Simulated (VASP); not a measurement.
# HfO2: single point with PBE

Crystal: HfO2.

```
Hf O
1.0
     0.00000    2.54881    2.54881
     2.54881    0.00000    2.54881
     2.54881    2.54881    0.00000
Hf O
1 2
Direct
  0.00000 0.00000 0.00000
  0.25000 0.25000 0.25000
  0.75000 0.75000 0.75000
```

| Item | Value |
| --- | --- |
| Program | VASP 6.6.1 |
| Task | single point |
| Functional | PBE |
| Potentials or basis | VASP PAW PBE potentials, release 64 (Hf_pv, O) |
| Cutoff | 520 eV |
| k mesh | 8 × 8 × 8 |
| Occupations | fermi-dirac, width 0.02 eV |
| Spin | no spin polarisation |
| Dipole correction | no |
| Further INCAR settings | ALGO = Normal; EDIFF = 1e-06; NBANDS = 18 |

* Pressure: -3.6 GPa
* Band gap on the k mesh: 3.76 eV, direct

Levels at points of the mesh, in eV from the valence-band top:
```
           k point  band 8  band 9  band 10  band 11  band 12  band 13  band 14  band 15
(0.00, 0.00, 0.00)   -5.24   -0.60    -0.60    -0.60     3.84     3.84     5.71    10.22
(0.50, 0.00, 0.00)   -3.02   -2.69    -1.81    -1.81     4.55     4.55     6.83     9.01
(0.50, 0.50, 0.00)   -3.42   -1.50    -1.50     0.00     3.76     5.42     6.49     8.02
```

Run time: 7.8 s on 1 thread of Intel(R) Xeon(R) 6975P-C (Granite Rapids), with other jobs on the host, peak memory 0.16 GiB.

Caveat: spin-orbit coupling is left out, which moves the levels of the heavy elements. A k mesh can miss the band edges.
